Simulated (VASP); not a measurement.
# Cs4BH (P-6m2) in VASP: single point with PBE

Aim: the single point of Cs4BH with PBE.

Program: VASP 6.6.1. These are calculated values, not measurements. Logs are shortened: lines on timing, memory, paths and dates and some standing lists are left out, and cuts for length are marked.

### Step 1. The cell of the first run

The structure is hexagonal, space group P-6m2 (No. 187). Conventional cell: a = 6.961 Å, b = 6.961 Å, c = 5.407 Å, α = 90.00°, β = 90.00°, γ = 120.00°. Within 4.4 Å of Cs (site symmetry -6m2) lie 6 Cs at 3.36 Å and 3 B at 4.02 Å and 3 H at 4.02 Å. Within 4.4 Å of Cs (site symmetry mm2) lie 6 Cs at 3.36 to 3.50 Å and 2 B at 3.38 Å. B (site symmetry -6m2) has 9 Cs at 3.38 to 4.02 Å and 3 H at 4.02 Å within 4.4 Å. Within 5.3 Å of H (site symmetry -6m2) lie 3 B at 4.02 Å and 15 Cs at 4.02 to 4.41 Å.

### Step 2. Single point, PBE

File INCAR:

```
SYSTEM = Cs4BH
  PREC = Accurate
  ENCUT = 520
  EDIFF = 1E-7
  ISMEAR = 0
  SIGMA = 0.1
  LREAL = .FALSE.
  LASPH = .TRUE.
  NELM = 100
  ALGO = Normal
  ISIF = 2
  LWAVE = .FALSE.
  LCHARG = .FALSE.
  GGA = PE
  NBANDS = 29
```

File KPOINTS:

```
Automatic mesh
0
G
  3 3 4
  0 0 0
```

File POSCAR:

```
Cs4BH
1.0
    6.9605867700      0.0000000000      0.0000000000
   -3.4802933800      6.0280449700      0.0000000000
    0.0000000000      0.0000000000      5.4073454100
Cs B H
4 1 1
Direct
    0.3333333300      0.6666666700      0.0000000000
    0.6643606200      0.8321803100      0.5000000000
    0.1678196900      0.8321803100      0.5000000000
    0.1678196900      0.3356393800      0.5000000000
    0.0000000000      0.0000000000      0.0000000000
    0.6666666700      0.3333333300      0.0000000000
```

Potentials or basis: VASP PAW PBE potentials, release 64 (Cs_sv, B, H).

The run is started by

```sh
$ cat potpaw_PBE.64/Cs_sv/POTCAR potpaw_PBE.64/B/POTCAR potpaw_PBE.64/H/POTCAR > POTCAR
$ mpirun -np 1 vasp_std > vasp.out
```

OUTCAR:

```text
SYSTEM = Cs4BH
   PREC = Accurate
   ENCUT = 520
   EDIFF = 1E-7
   ISMEAR = 0
   LREAL = .FALSE.
   LASPH = .TRUE.
   NELM = 100
   ISIF = 2
   GGA = PE

 ion  position               nearest neighbor table
   1  0.333  0.667  0.000-
   2  0.664  0.832  0.500-
   3  0.168  0.832  0.500-
   4  0.168  0.336  0.500-
   5  0.000  0.000  0.000-
   6  0.667  0.333  0.000-

  LATTYP: Found a hexagonal cell.
 ALAT       =     6.9605867700
 C/A-ratio  =     0.7768519507

  Lattice vectors:

 A1 = (   6.9605867700,   0.0000000000,   0.0000000000)
 A2 = (  -3.4802933800,   6.0280449700,   0.0000000000)
 A3 = (   0.0000000000,   0.0000000000,   5.4073454100)

Analysis of symmetry for initial positions (statically):
=====================================================================
 Subroutine PRICEL returns:
 Original cell was already a primitive cell.

 Routine SETGRP: Setting up the symmetry group for a
 hexagonal supercell.

 Subroutine GETGRP returns: Found 12 space group operations
 (whereof 12 operations were pure point group operations)
 out of a pool of 24 trial point group operations.

The static configuration has the point symmetry D_3h.

Analysis of symmetry for dynamics (positions and initial velocities):
=====================================================================
 Subroutine PRICEL returns:
 Original cell was already a primitive cell.

 Routine SETGRP: Setting up the symmetry group for a
 hexagonal supercell.

 Subroutine GETGRP returns: Found 12 space group operations
 (whereof 12 operations were pure point group operations)
 out of a pool of 24 trial point group operations.

The dynamic configuration has the point symmetry D_3h.

 Subroutine INISYM returns: Found 12 space group operations
 (whereof 12 operations are pure point group operations),
 and found     1 'primitive' translations

----------------------------------------------------------------------------------------

                                     Primitive cell

  volume of cell :     226.8853

  direct lattice vectors                    reciprocal lattice vectors
     6.960586770  0.000000000  0.000000000     0.143666049  0.082945632  0.000000000
    -3.480293380  6.028044970  0.000000000     0.000000000  0.165891264  0.000000000
     0.000000000  0.000000000  5.407345410     0.000000000  0.000000000  0.184933627

  length of vectors
     6.960586770  6.960586769  5.407345410     0.165891264  0.165891264  0.184933627

  position of ions in fractional coordinates (direct lattice)
     0.333333330  0.666666670  0.000000000
     0.664360620  0.832180310  0.500000000
     0.167819690  0.832180310  0.500000000
     0.167819690  0.335639380  0.500000000
     0.000000000  0.000000000  0.000000000
     0.666666670  0.333333330  0.000000000

  ion indices of the primitive-cell ions
   primitive index   ion index
                 1           1
                 2           2
                 3           3
                 4           4
                 5           5
                 6           6

----------------------------------------------------------------------------------------

 KPOINTS: Automatic mesh

Automatic generation of k-mesh.
 Grid dimensions read from file:
 generate k-points for:    3    3    4

 Generating k-lattice:

  Cartesian coordinates                     Fractional coordinates (reciprocal lattice)
     0.047888683  0.027648544  0.000000000     0.333333333  0.000000000  0.000000000
     0.000000000  0.055297088  0.000000000     0.000000000  0.333333333  0.000000000
     0.000000000  0.000000000  0.046233407     0.000000000  0.000000000  0.250000000

  Length of vectors
     0.055297088  0.055297088  0.046233407

  Shift w.r.t. Gamma in fractional coordinates (k-lattice)
     0.000000000  0.000000000  0.000000000

 Subroutine IBZKPT returns following result:
 ===========================================

 Found      9 irreducible k-points:

 Following reciprocal coordinates:
            Coordinates               Weight
  0.000000  0.000000  0.000000      1.000000
  0.333333  0.000000  0.000000      6.000000
  0.333333  0.333333  0.000000      2.000000
  0.000000  0.000000  0.250000      2.000000
  0.333333  0.000000  0.250000     12.000000
  0.333333  0.333333  0.250000      4.000000
  0.000000  0.000000  0.500000      1.000000
  0.333333  0.000000  0.500000      6.000000
  0.333333  0.333333  0.500000      2.000000
   k-points           NKPTS =      9   k-points in BZ     NKDIM =      9   number of bands    NBANDS=     29
   number of dos      NEDOS =    301   number of ions     NIONS =      6
   total plane-waves  NPLWV = 116640
   dimension x,y,z NGX =    54 NGY =   54 NGZ =   40
   dimension x,y,z NGXF=   108 NGYF=  108 NGZF=   80
   ions per type =               4   1   1
   NGX,Y,Z   is equivalent  to a cutoff of  12.90, 12.90, 12.30 a.u.
   NGXF,Y,Z  is equivalent  to a cutoff of  25.79, 25.79, 24.60 a.u.
 SYSTEM =  Cs4BH
   PREC   = accura    normal or accurate (medium, high low for compatibility)
   ISTART =      0    job   : 0-new  1-cont  2-samecut
   ICHARG =      2    charge: 1-file 2-atom 10-const
   ISPIN  =      1    spin polarized calculation?
   LNONCOLLINEAR =      F non collinear calculations
   LSORBIT =      F    spin-orbit coupling
   LASPH  =      T    aspherical Exc in radial PAW
   ENCUT  =  520.0 eV  38.22 Ry    6.18 a.u.  12.94 12.94 10.05*2*pi/ulx,y,z
   NELM   =    100;   NELMIN=  2; NELMDL= -5     # of ELM steps
   EDIFF  = 0.1E-06   stopping-criterion for ELM
   LREAL  =      F    real-space projection
   EDIFFG = 0.1E-05   stopping-criterion for IOM
   NSW    =      0    number of steps for IOM
   IBRION =     -1    ionic relax: 0-MD 1-quasi-New 2-CG
   NFREE  =      0    steps in history (QN), initial steepest desc. (CG)
   ISIF   =      2    stress and relaxation
   ISYM   =      2    0-nonsym 1-usesym 2-fastsym
   POTIM  = 0.5000    time-step for ionic-motion
   TEBEG  =    0.0;   TEEND  =   0.0 temperature during run
   PSTRESS=    0.0 pullay stress
   NELECT =      40.0000    total number of electrons
   NUPDOWN=      -1.0000    fix difference up-down
   EMIN   =  10.00;   EMAX   =-10.00  energy-range for DOS
   EFERMI =   0.00;   METHOD = LEGACY
   ISMEAR =     0;   SIGMA  =   0.10  broadening in eV -4-tet -1-fermi 0-gaus
   EFERMI_NEDOS =   21; number of points for ismear=-14 and -15
   IALGO  =     38    algorithm
   IMIX   =      4    mixing-type and parameters
     AMIX     =   0.40;   BMIX     =  1.00
     AMIX_MAG =   1.60;   BMIX_MAG =  1.00
  volume/ion in A,a.u.               =      37.81       255.18
  Fermi-wavevector in a.u.,A,eV,Ry     =   0.917965  1.734702 11.465076  0.842659
  Thomas-Fermi vector in A             =   2.042993
   LORBIT       =      0    0 simple, 1 ext, 2 COOP (PROOUT), +10 PAW based schemes
   GGA     = PE    functional components
   LHFCALC =     F    Hartree Fock is set to
   AEXX    =    0.0000 exact exchange contribution
   IVDW    =     0    specifies the selected vdW correction
   LEPSILON=     F    determine dielectric tensor
   LRPA    =     F    only Hartree local field effects (RPA)
 non-spin polarized calculation
 Gauss-broadening in eV      SIGMA  =   0.10
  energy-cutoff  :      520.00
  volume of cell :      226.89
 maximum number of plane-waves:      6144
 NGX is ok and might be reduce to    54
   NGX = 25   NGY = 25   NGZ = 21

 number of electron      39.9999999 magnetization

 Free energy of the ion-electron system (eV)
  ---------------------------------------------------
  ext. energy  EPLUGINS =         0.00000000
  ---------------------------------------------------
  free energy    TOTEN  =        -4.93524536 eV

  energy without entropy =       -4.88046430  energy(sigma->0) =       -4.90785483

 E-fermi :   2.6584     XC(G=0):  -7.7846

 val. band max:        2.6514378119   @ k =   0.3333   0.0000   0.0000
 cond. band min:       2.6613391425   @ k =   0.3333   0.0000   0.5000
 fundamental gap:      0.0099013306
 Fermi energy:         2.6584085910

 k-point     1 :       0.0000    0.0000    0.0000
  band No.  band energies     occupation
      1     -22.0520      2.00000
      2     -21.1548      2.00000
      3     -21.1548      2.00000
      4     -21.1503      2.00000
      5     -10.2335      2.00000
      6     -10.1321      2.00000
[... 21 lines left out ...]
     28       5.4984      0.00000
     29       6.1372      0.00000

 k-point     2 :       0.3333    0.0000    0.0000
  band No.  band energies     occupation
      1     -21.9857      2.00000
      2     -21.3372      2.00000
      3     -21.1563      2.00000
      4     -21.0515      2.00000
      5     -10.0894      2.00000
      6      -9.8302      2.00000
[... 21 lines left out ...]
     28       5.2412      0.00000
     29       5.8616      0.00000

 k-point     3 :       0.3333    0.3333    0.0000
  band No.  band energies     occupation
      1     -21.9445      2.00000
      2     -21.4027      2.00000
      3     -21.1578      2.00000
      4     -21.0350      2.00000
      5     -10.0665      2.00000
      6      -9.3341      2.00000
[... 21 lines left out ...]
     28       5.1072      0.00000
     29       5.5216      0.00000

 k-point     4 :       0.0000    0.0000    0.2500
  band No.  band energies     occupation
      1     -21.9405      2.00000
      2     -21.2877      2.00000
      3     -21.1520      2.00000
      4     -21.1520      2.00000
      5     -10.7233      2.00000
      6      -9.2783      2.00000
[... 117 lines left out ...]
     28       4.9265      0.00000
     29       5.3336      0.00000

 k-point     8 :       0.3333    0.0000    0.5000
  band No.  band energies     occupation
      1     -21.6247      2.00000
      2     -21.5227      2.00000
      3     -21.2769      2.00000
      4     -21.1506      2.00000
      5     -10.5061      2.00000
      6      -9.2391      2.00000
[... 21 lines left out ...]
     28       4.6145      0.00000
     29       5.5108      0.00000

 k-point     9 :       0.3333    0.3333    0.5000
  band No.  band energies     occupation
      1     -21.5226      2.00000
      2     -21.5147      2.00000
      3     -21.3967      2.00000
      4     -21.1521      2.00000
      5     -10.2160      2.00000
      6      -9.2764      2.00000
[... 21 lines left out ...]
     28       4.7319      0.00000
     29       5.3040      0.00000

------------------------ aborting loop because EDIFF is reached ----------------------------------------

  FORCE on cell =-STRESS in cart. coord.  units (eV):
  Direction    XX          YY          ZZ          XY          YZ          ZX
  --------------------------------------------------------------------------------------
  -------------------------------------------------------------------------------------
  Total        5.8343869      5.8343869      5.8047694      0.0000000      0.0000000      0.0000000
  in kB       41.2002034     41.2002034     40.9910560      0.0000000      0.0000000      0.0000000
  external PRESSURE =      41.1304876 kB  Pullay stress =       0.0000000 kB

 VOLUME and BASIS-vectors are now :
 -----------------------------------------------------------------------------
  energy-cutoff  :      520.00
  volume of cell :      226.89
      direct lattice vectors                 reciprocal lattice vectors
     6.960586770  0.000000000  0.000000000     0.143666049  0.082945632  0.000000000
    -3.480293380  6.028044970  0.000000000     0.000000000  0.165891264  0.000000000
     0.000000000  0.000000000  5.407345410     0.000000000  0.000000000  0.184933627

 POSITION                                       TOTAL-FORCE (eV/Angst)
 -----------------------------------------------------------------------------------
     -0.00000      4.01870      0.00000        -0.000000      0.000000     -0.000000
      1.72811      5.01642      2.70367         1.024653      0.591583     -0.000000
     -1.72811      5.01642      2.70367        -1.024653      0.591583     -0.000000
      0.00000      2.02325      2.70367        -0.000000     -1.183167      0.000000
      0.00000      0.00000      0.00000        -0.000000      0.000000     -0.000000
      3.48029      2.00935      0.00000        -0.000000      0.000000     -0.000000
 -----------------------------------------------------------------------------------
    total drift:                                0.000022     -0.000013      0.000000

  FREE ENERGIE OF THE ION-ELECTRON SYSTEM (eV)
  ---------------------------------------------------
  free  energy   TOTEN  =        -4.9352453629 eV

  energy  without entropy=       -4.8804643022  energy(sigma->0) =       -4.90785483
```

It took 2.3 min on 1 thread of AMD EPYC 7R43 (Zen 3), shared host; peak memory 0.3 GiB.

What came out:

| Property | Result |
| --- | --- |
| Free energy | -4.9352 eV |
| Pressure | 4.1 GPa |
| Largest force | 1.183 eV/Å |
| Band gap on the k mesh | zero (band 20 reaches 2.75 eV, above the bottom of band 21 at 2.29 eV) |

Forces on the atoms (eV/Å):
```
Cs   0.000  0.000  0.000
Cs   1.025  0.592  0.000
Cs  -1.025  0.592  0.000
Cs   0.000 -1.183  0.000
B    0.000  0.000  0.000
H    0.000  0.000  0.000
```

Caveat: spin-orbit coupling is left out, which moves the levels of the heavy elements; forces of over 1 eV/Å act on the atoms, so gaps and moduli don't describe the material at rest.
